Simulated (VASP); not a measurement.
Co, 2 atoms in the cell. Symmetry: Fd-3m, No. 227, cubic system. Conventional cell: a = 4.331 Å, b = 4.331 Å, c = 4.331 Å, α = 90.00°, β = 90.00°, γ = 90.00°. Within 2.5 Å of Co (site symmetry -43m) lie 4 Co at 1.88 Å. 

| Property | Result |
| --- | --- |
| Program | VASP 6.6.1 |
| Task | single point |
| Functional | LDA |
| Potentials or basis | VASP PAW LDA potentials, release 64 (Co) |
| Cutoff | 520 eV |
| k mesh | 15 × 15 × 15 |
| Occupations | fermi-dirac, width 0.1 eV |
| Spin | collinear spin, ferromagnetic start |
| Starting moments | [1.7, 1.7] μB |
| Dipole correction | no |
| Further INCAR settings | ALGO = Normal; EDIFF = 1e-07; NBANDS = 20 |

Potentials or basis: VASP PAW LDA potentials, release 64 (Co).

Launch:

```console
$ cat potpaw_LDA.64/Co/POTCAR > POTCAR
$ mpirun -np 1 vasp_std > vasp.out
```

Hardware: 1 thread of AMD EPYC 9R45 96-Core Processor (Zen 5), with other jobs on the host.

Question: How long does it take, and how much memory?

Answer: It took 54 s on 1 thread of AMD EPYC 9R45 96-Core Processor (Zen 5), on a shared host, peak memory 0.15 GiB. Counts: scf iterations 15, k points 120.
